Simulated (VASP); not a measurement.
Crystal: BeTe.

```
CELL_PARAMETERS angstrom
0.00000 2.82862 2.82862
2.82862 0.00000 2.82862
2.82862 2.82862 0.00000
ATOMIC_POSITIONS crystal
Be 0.00000 0.00000 0.00000
Te 0.25000 0.25000 0.25000
```

Program: VASP 6.6.1. Alike in all runs: task single point; potentials or basis VASP PAW PBE potentials, release 64 (Be, Te); no spin polarisation; cell as given; k mesh 6 × 6 × 6; cutoff (eV) 520; smearing gaussian 0.01 eV. Hardware: 1 thread of AMD EPYC 7R13 Processor (Zen 3) (shared host).

Task: Order these runs on this cell by their wall time, lowest first.
A. level PBE
B. level PBE0; grid for exact exchange (PRECFOCK) Normal
C. level r2SCAN

Result: A (7.7 s), C (31 s), B (800 s).
